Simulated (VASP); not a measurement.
Here is a VASP 6.6.1 calculation.

Contents of INCAR:

```
SYSTEM = Te
PREC     = Accurate       ! precision mode
ENCUT    = 520            ! plane-wave cutoff, eV
EDIFF    = 1E-6           ! SCF threshold, eV
ISMEAR   = -1             ! smearing method
SIGMA    = 0.05           ! smearing width, eV
LREAL    = .FALSE.        ! projectors in reciprocal space
LASPH    = .TRUE.         ! aspherical terms in the spheres
NELM     = 80             ! most SCF steps
ALGO     = Normal         ! electronic algorithm
ISIF     = 2              ! what is computed and relaxed
LWAVE    = .FALSE.        ! write WAVECAR
LCHARG   = .FALSE.        ! write CHGCAR
GGA      = PE             ! functional
NBANDS   = 16             ! bands
```

KPOINTS

```
regular mesh
0
G
  8 8 8
  0 0 0
```

File POSCAR:

```
Te
1.0
    4.2341000000     -2.3712000000      0.0000000000
    4.2341000000      2.3712000000      0.0000000000
   -0.1304500000      0.0000000000      3.8386295000
Te
3
Direct
    0.6760000000      0.6760000000      0.6750000000
    0.3240000000      0.3240000000      0.3250000000
    0.0000000000      0.0000000000      0.0000000000
```

Potentials or basis: VASP PAW PBE potentials, release 64 (Te).

Command:

```console
$ cat potpaw_PBE.64/Te/POTCAR > POTCAR
$ mpirun -np 1 vasp_std > vasp.out
```

Problem. Estimate the band gap on the k mesh.

Solution. Zero (bands 9 and 10 overlap by 3.53 eV).

Problem. Estimate the pressure.

Solution. 11.5 GPa.

Problem. Estimate the largest force.

Solution. 0.559 eV/Å.

Stress tensor (GPa, compression positive):
```
11.02  0.00  1.23
 0.00 11.05  0.00
 1.23  0.00 12.31
```

Caveat: the cell differs from its parent crystal (zz strain of -3 %); the cell stands under pressure; spin-orbit coupling is left out, which moves the levels of the heavy elements.
